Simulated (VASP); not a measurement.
# Hf5Br (F-43m) in VASP: single point with PBE

Aim: the single point of Hf5Br with PBE.

All numbers are computed with VASP 6.6.1; they aren't measurements. Logs are shortened: lines on timing, memory, paths and dates and some standing lists are left out, and cuts for length are marked.

## 1. The cell of the first run

Symmetry: F-43m, No. 216, cubic system. The conventional cell has a = 8.114 Å, b = 8.114 Å, c = 8.114 Å, α = 90.00°, β = 90.00°, γ = 90.00°. Within 2.9 Å of Hf (site symmetry -43m) lie 4 Hf at 2.19 Å. Hf (site symmetry 3m) has 4 Hf at 2.17 to 2.19 Å within 2.9 Å. Within 4.4 Å of Br (site symmetry -43m) lie 18 Hf at 3.32 to 4.06 Å.

## 2. Single point, PBE

Contents of INCAR:

```
PREC     = Accurate       # precision mode
ENCUT    = 520            # plane-wave cutoff, eV
EDIFF    = 1E-7           # SCF threshold, eV
ISMEAR   = 0              # smearing method
SIGMA    = 0.1            # smearing width, eV
LREAL    = False          # projectors in reciprocal space
LASPH    = True           # aspherical terms in the spheres
NELM     = 100            # most SCF steps
ALGO     = Normal         # electronic algorithm
ISIF     = 2              # what is computed and relaxed
LWAVE    = False          # write WAVECAR
LCHARG   = False          # write CHGCAR
GGA      = PE             # functional
NBANDS   = 38             # bands
```

Contents of KPOINTS:

```
regular mesh
0
Gamma
  4 4 4
```

Contents of POSCAR:

```
Hf5Br
1.0
    0.0000000000      4.0570189100      4.0570189100
    4.0570189100      0.0000000000      4.0570189100
    4.0570189100      4.0570189100      0.0000000000
Hf Br
5 1
Direct
    0.0000000000      0.0000000000      0.0000000000
    0.1555313500      0.1555313500      0.1555313500
    0.1555313500      0.1555313500      0.5334059600
    0.1555313500      0.5334059600      0.1555313500
    0.5334059600      0.1555313500      0.1555313500
    0.5000000000      0.5000000000      0.5000000000
```

Potentials or basis: VASP PAW PBE potentials, release 64 (Hf_pv, Br).

The run is started by

```bash
$ cat potpaw_PBE.64/Hf_pv/POTCAR potpaw_PBE.64/Br/POTCAR > POTCAR
$ mpirun -np 1 vasp_std > vasp.out
```

OUTCAR:

```text
PREC = Accurate
   ENCUT = 520
   EDIFF = 1E-7
   ISMEAR = 0
   LREAL = False
   LASPH = True
   NELM = 100
   ISIF = 2
   GGA = PE

 ion  position               nearest neighbor table
   1  0.000  0.000  0.000-   3 2.19   4 2.19   5 2.19   2 2.19
   2  0.156  0.156  0.156-   3 2.17   4 2.17   5 2.17   1 2.19   6 3.32   6 3.32   6 3.32   3 3.57
                             5 3.57   4 3.57
   3  0.156  0.156  0.533-   2 2.17   4 2.17   5 2.17   1 2.19   6 3.32   6 3.32   6 3.32   2 3.57
                             5 3.57   4 3.57
   4  0.156  0.533  0.156-   2 2.17   3 2.17   5 2.17   1 2.19   6 3.32   6 3.32   6 3.32   3 3.57
                             5 3.57   2 3.57
   5  0.533  0.156  0.156-   2 2.17   3 2.17   4 2.17   1 2.19   6 3.32   6 3.32   6 3.32   3 3.57
                             4 3.57   2 3.57
   6  0.500  0.500  0.500-   3 3.32   4 3.32   5 3.32   2 3.32   2 3.32   2 3.32   3 3.32   3 3.32
                             5 3.32   5 3.32   4 3.32   4 3.32

  LATTYP: Found a face centered cubic cell.
 ALAT       =     8.1140378200

  Lattice vectors:

 A1 = (   0.0000000000,   4.0570189100,   4.0570189100)
 A2 = (   4.0570189100,   0.0000000000,   4.0570189100)
 A3 = (   4.0570189100,   4.0570189100,   0.0000000000)

Analysis of symmetry for initial positions (statically):
=====================================================================
 Subroutine PRICEL returns:
 Original cell was already a primitive cell.

 Routine SETGRP: Setting up the symmetry group for a
 face centered cubic supercell.

 Subroutine GETGRP returns: Found 24 space group operations
 (whereof 24 operations were pure point group operations)
 out of a pool of 48 trial point group operations.

The static configuration has the point symmetry T_d .

Analysis of symmetry for dynamics (positions and initial velocities):
=====================================================================
 Subroutine PRICEL returns:
 Original cell was already a primitive cell.

 Routine SETGRP: Setting up the symmetry group for a
 face centered cubic supercell.

 Subroutine GETGRP returns: Found 24 space group operations
 (whereof 24 operations were pure point group operations)
 out of a pool of 48 trial point group operations.

The dynamic configuration has the point symmetry T_d .

 Subroutine INISYM returns: Found 24 space group operations
 (whereof 24 operations are pure point group operations),
 and found     1 'primitive' translations

----------------------------------------------------------------------------------------

                                     Primitive cell

  volume of cell :     133.5522

  direct lattice vectors                    reciprocal lattice vectors
     0.000000000  4.057018910  4.057018910    -0.123243202  0.123243202  0.123243202
     4.057018910  0.000000000  4.057018910     0.123243202 -0.123243202  0.123243202
     4.057018910  4.057018910  0.000000000     0.123243202  0.123243202 -0.123243202

  length of vectors
     5.737491165  5.737491165  5.737491165     0.213463487  0.213463487  0.213463487

  position of ions in fractional coordinates (direct lattice)
     0.000000000  0.000000000  0.000000000
     0.155531350  0.155531350  0.155531350
     0.155531350  0.155531350  0.533405960
     0.155531350  0.533405960  0.155531350
     0.533405960  0.155531350  0.155531350
     0.500000000  0.500000000  0.500000000

  ion indices of the primitive-cell ions
   primitive index   ion index
                 1           1
                 2           2
                 3           3
                 4           4
                 5           5
                 6           6

----------------------------------------------------------------------------------------

 KPOINTS: regular mesh

Automatic generation of k-mesh.
 Grid dimensions read from file:
 generate k-points for:    4    4    4

 Generating k-lattice:

  Cartesian coordinates                     Fractional coordinates (reciprocal lattice)
    -0.030810800  0.030810800  0.030810800     0.250000000  0.000000000  0.000000000
     0.030810800 -0.030810800  0.030810800     0.000000000  0.250000000  0.000000000
     0.030810800  0.030810800 -0.030810800     0.000000000  0.000000000  0.250000000

  Length of vectors
     0.053365872  0.053365872  0.053365872

  Shift w.r.t. Gamma in fractional coordinates (k-lattice)
     0.000000000  0.000000000  0.000000000

 Subroutine IBZKPT returns following result:
 ===========================================

 Found      8 irreducible k-points:

 Following reciprocal coordinates:
            Coordinates               Weight
  0.000000  0.000000  0.000000      1.000000
  0.250000  0.000000  0.000000      8.000000
  0.500000  0.000000  0.000000      4.000000
  0.250000  0.250000  0.000000      6.000000
  0.500000  0.250000  0.000000     24.000000
 -0.250000  0.250000  0.000000     12.000000
  0.500000  0.500000  0.000000      3.000000
 -0.250000  0.500000  0.250000      6.000000
   k-points           NKPTS =      8   k-points in BZ     NKDIM =      8   number of bands    NBANDS=     38
   number of dos      NEDOS =    301   number of ions     NIONS =      6
   total plane-waves  NPLWV = 110592
   dimension x,y,z NGX =    48 NGY =   48 NGZ =   48
   dimension x,y,z NGXF=    96 NGYF=   96 NGZF=   96
   ions per type =               5   1
   NGX,Y,Z   is equivalent  to a cutoff of  13.91, 13.91, 13.91 a.u.
   NGXF,Y,Z  is equivalent  to a cutoff of  27.82, 27.82, 27.82 a.u.
 SYSTEM =  unknown system
   PREC   = accura    normal or accurate (medium, high low for compatibility)
   ISTART =      0    job   : 0-new  1-cont  2-samecut
   ICHARG =      2    charge: 1-file 2-atom 10-const
   ISPIN  =      1    spin polarized calculation?
   LNONCOLLINEAR =      F non collinear calculations
   LSORBIT =      F    spin-orbit coupling
   LASPH  =      T    aspherical Exc in radial PAW
   ENCUT  =  520.0 eV  38.22 Ry    6.18 a.u.  10.67 10.67 10.67*2*pi/ulx,y,z
   NELM   =    100;   NELMIN=  2; NELMDL= -5     # of ELM steps
   EDIFF  = 0.1E-06   stopping-criterion for ELM
   LREAL  =      F    real-space projection
   EDIFFG = 0.1E-05   stopping-criterion for IOM
   NSW    =      0    number of steps for IOM
   IBRION =     -1    ionic relax: 0-MD 1-quasi-New 2-CG
   NFREE  =      0    steps in history (QN), initial steepest desc. (CG)
   ISIF   =      2    stress and relaxation
   ISYM   =      2    0-nonsym 1-usesym 2-fastsym
   POTIM  = 0.5000    time-step for ionic-motion
   TEBEG  =    0.0;   TEEND  =   0.0 temperature during run
   PSTRESS=    0.0 pullay stress
   NELECT =      57.0000    total number of electrons
   NUPDOWN=      -1.0000    fix difference up-down
   EMIN   =  10.00;   EMAX   =-10.00  energy-range for DOS
   EFERMI =   0.00;   METHOD = LEGACY
   ISMEAR =     0;   SIGMA  =   0.10  broadening in eV -4-tet -1-fermi 0-gaus
   EFERMI_NEDOS =   21; number of points for ismear=-14 and -15
   IALGO  =     38    algorithm
   IMIX   =      4    mixing-type and parameters
     AMIX     =   0.40;   BMIX     =  1.00
     AMIX_MAG =   1.60;   BMIX_MAG =  1.00
  volume/ion in A,a.u.               =      22.26       150.21
  Fermi-wavevector in a.u.,A,eV,Ry     =   1.232583  2.329244 20.670790  1.519260
  Thomas-Fermi vector in A             =   2.367347
   LORBIT       =      0    0 simple, 1 ext, 2 COOP (PROOUT), +10 PAW based schemes
   GGA     = PE    functional components
   LHFCALC =     F    Hartree Fock is set to
   AEXX    =    0.0000 exact exchange contribution
   IVDW    =     0    specifies the selected vdW correction
   LEPSILON=     F    determine dielectric tensor
   LRPA    =     F    only Hartree local field effects (RPA)
 non-spin polarized calculation
 Gauss-broadening in eV      SIGMA  =   0.10
  energy-cutoff  :      520.00
  volume of cell :      133.55
 maximum number of plane-waves:      3647
 NGX is ok and might be reduce to    48
   NGX = 21   NGY = 21   NGZ = 21

 number of electron      57.0000000 magnetization

 Free energy of the ion-electron system (eV)
  ---------------------------------------------------
  ext. energy  EPLUGINS =         0.00000000
  ---------------------------------------------------
  free energy    TOTEN  =       -21.14961372 eV

  energy without entropy =      -21.09732496  energy(sigma->0) =      -21.12346934

 E-fermi :   4.1597     XC(G=0): -10.3428

 val. band max:        4.1544883090   @ k =   0.0000   0.0000   0.0000
 cond. band min:       4.1940692717   @ k =  -0.2500   0.2500   0.0000
 fundamental gap:      0.0395809627
 Fermi energy:         4.1597216368

 k-point     1 :       0.0000    0.0000    0.0000
  band No.  band energies     occupation
      1     -31.1268      2.00000
      2     -29.0256      2.00000
      3     -29.0256      2.00000
      4     -29.0256      2.00000
      5     -26.9895      2.00000
      6     -26.9895      2.00000
[... 30 lines left out ...]
     37       7.1630      0.00000
     38       9.4260      0.00000

 k-point     2 :       0.2500    0.0000    0.0000
  band No.  band energies     occupation
      1     -31.3795      2.00000
      2     -28.9580      2.00000
      3     -28.9580      2.00000
      4     -28.5903      2.00000
      5     -27.0045      2.00000
      6     -27.0045      2.00000
[... 30 lines left out ...]
     37       7.3698      0.00000
     38       9.0198      0.00000

 k-point     3 :       0.5000    0.0000    0.0000
  band No.  band energies     occupation
      1     -31.5770      2.00000
      2     -28.8834      2.00000
      3     -28.8834      2.00000
      4     -28.1778      2.00000
      5     -27.0293      2.00000
      6     -27.0293      2.00000
[... 30 lines left out ...]
     37       7.9059      0.00000
     38       8.2277      0.00000

 k-point     4 :       0.2500    0.2500    0.0000
  band No.  band energies     occupation
      1     -31.4521      2.00000
      2     -28.8930      2.00000
      3     -28.8930      2.00000
      4     -28.5446      2.00000
      5     -27.0386      2.00000
      6     -26.9698      2.00000
[... 30 lines left out ...]
     37       7.8368      0.00000
     38       8.6892      0.00000

 k-point     5 :       0.5000    0.2500    0.0000
  band No.  band energies     occupation
      1     -31.6389      2.00000
      2     -28.8100      2.00000
      3     -28.7797      2.00000
      4     -28.1938      2.00000
      5     -27.1187      2.00000
      6     -27.0197      2.00000
[... 30 lines left out ...]
     37       7.6992      0.00000
     38       7.9350      0.00000

 k-point     6 :      -0.2500    0.2500    0.0000
  band No.  band energies     occupation
      1     -31.5794      2.00000
      2     -28.8827      2.00000
      3     -28.8030      2.00000
      4     -28.2773      2.00000
      5     -27.0737      2.00000
      6     -27.0438      2.00000
[... 30 lines left out ...]
     37       7.5500      0.00000
     38       7.9982      0.00000

 k-point     7 :       0.5000    0.5000    0.0000
  band No.  band energies     occupation
      1     -31.6961      2.00000
      2     -28.7277      2.00000
      3     -28.7277      2.00000
      4     -28.1540      2.00000
      5     -27.0880      2.00000
      6     -26.9553      2.00000
[... 30 lines left out ...]
     37       8.2065      0.00000
     38       8.2085      0.00000

 k-point     8 :      -0.2500    0.5000    0.2500
  band No.  band energies     occupation
      1     -31.6957      2.00000
      2     -28.7357      2.00000
      3     -28.7350      2.00000
      4     -28.1360      2.00000
      5     -27.1913      2.00000
      6     -26.9886      2.00000
[... 30 lines left out ...]
     37       7.5367      0.00000
     38       7.5377      0.00000

------------------------ aborting loop because EDIFF is reached ----------------------------------------

  FORCE on cell =-STRESS in cart. coord.  units (eV):
  Direction    XX          YY          ZZ          XY          YZ          ZX
  --------------------------------------------------------------------------------------
  -------------------------------------------------------------------------------------
  Total       55.8206112     55.8206112     55.8206112      0.0000000     -0.0000000      0.0000000
  in kB      669.6595677    669.6595677    669.6595677      0.0000000     -0.0000000      0.0000000
  external PRESSURE =     669.6595677 kB  Pullay stress =       0.0000000 kB

 VOLUME and BASIS-vectors are now :
 -----------------------------------------------------------------------------
  energy-cutoff  :      520.00
  volume of cell :      133.55
      direct lattice vectors                 reciprocal lattice vectors
     0.000000000  4.057018910  4.057018910    -0.123243202  0.123243202  0.123243202
     4.057018910  0.000000000  4.057018910     0.123243202 -0.123243202  0.123243202
     4.057018910  4.057018910  0.000000000     0.123243202  0.123243202 -0.123243202

 POSITION                                       TOTAL-FORCE (eV/Angst)
 -----------------------------------------------------------------------------------
      0.00000      0.00000      0.00000         0.000000      0.000000      0.000000
      1.26199      1.26199      1.26199        -8.001994     -8.001994     -8.001994
      2.79503      2.79503      1.26199         8.001994      8.001994     -8.001994
      2.79503      1.26199      2.79503         8.001994     -8.001994      8.001994
      1.26199      2.79503      2.79503        -8.001994      8.001994      8.001994
      4.05702      4.05702      4.05702         0.000000      0.000000      0.000000
 -----------------------------------------------------------------------------------
    total drift:                               -0.000028     -0.000028     -0.000028

  FREE ENERGIE OF THE ION-ELECTRON SYSTEM (eV)
  ---------------------------------------------------
  free  energy   TOTEN  =       -21.1496137213 eV

  energy  without entropy=      -21.0973249630  energy(sigma->0) =      -21.12346934
```

Wall time 69 s (1 thread of Intel Xeon Platinum 8375C at 2.90GHz (Ice Lake), shared host); peak memory 0.32 GiB.

Results:

- Free energy: -21.1496 eV
- Pressure: 67.0 GPa
- Largest force: 13.860 eV/Å

Forces in eV/Å, atoms in the order of the input:
```
Hf   0.000  0.000  0.000
Hf  -8.002 -8.002 -8.002
Hf   8.002  8.002 -8.002
Hf   8.002 -8.002  8.002
Hf  -8.002  8.002  8.002
Br   0.000  0.000  0.000
```

Caveat: spin-orbit coupling is left out, which moves the levels of the heavy elements; an odd number of electrons without spin polarisation forces a metal; a magnetic or distorted state may lie lower.
